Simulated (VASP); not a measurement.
Write the native input for VASP 6.6.1 that does the following.

| Property | Result |
| --- | --- |
| Task | relaxation of cell and atoms |
| Functional | PBE |
| Potentials or basis | VASP PAW PBE potentials, release 64 (Si, C) |
| Cutoff | 600 eV |
| k mesh | 12 × 12 × 4 |
| Occupations | gaussian, width 0.02 eV |
| Spin | no spin polarisation |
| Dipole correction | no |
| Further INCAR settings | ALGO = Normal; EDIFF = 1e-07; IBRION = 2; EDIFFG = -0.005; NSW = 100; ISIF = 3 |

The structure of SiC lies in POSCAR:

```
SiC
1.0
    3.0756941500      0.0000000000      0.0000000000
   -1.5378470700      2.6636292700      0.0000000000
    0.0000000000      0.0000000000     10.0706464800
Si C
4 4
Direct
    0.6666666700      0.3333333300      0.9378419800
    0.3333333300      0.6666666700      0.4378419800
    0.0000000000      0.0000000000      0.6878943800
    0.0000000000      0.0000000000      0.1878943800
    0.6666666700      0.3333333300      0.7498025900
    0.3333333300      0.6666666700      0.2498025900
    0.0000000000      0.0000000000      0.5004600500
    0.0000000000      0.0000000000      0.0004600500
```

The input as run:

INCAR

```
SYSTEM = SiC
  ALGO = Normal
  EDIFF = 1E-7
  EDIFFG = -0.005
  ENCUT = 600
  GGA = PE
  IBRION = 2
  ISIF = 3
  ISMEAR = 0
  LASPH = .True.
  LCHARG = .False.
  LREAL = .False.
  LWAVE = .False.
  NELM = 80
  NSW = 100
  PREC = Accurate
  SIGMA = 0.02
```

KPOINTS

```
k-points
0
Gamma
  12 12 4
  0 0 0
```

Potentials or basis: VASP PAW PBE potentials, release 64 (Si, C).

Command:

```sh
$ cat potpaw_PBE.64/Si/POTCAR potpaw_PBE.64/C/POTCAR > POTCAR
$ mpirun -np 1 vasp_std > vasp.out
```

It gave:

The relaxed volume is 10.49 Å³/atom, the relaxed cell is a = 3.093 Å, b = 3.093 Å, c = 10.126 Å, α = 90.00°, β = 90.00°, γ = 120.00° and the space group after relaxing (to 0.1 Å) is P6_3mc (No. 186). The energy gained by relaxing is 2.0 meV/atom. The ionic steps are 6, the pressure after relaxing is 0.1 GPa and the band gap on the k mesh is 2.22 eV (least direct gap 3.34 eV).

Wall time 3.9 min on 1 thread of Intel(R) Xeon(R) Platinum 8488C (Sapphire Rapids) (shared host), peak memory 0.29 GiB.
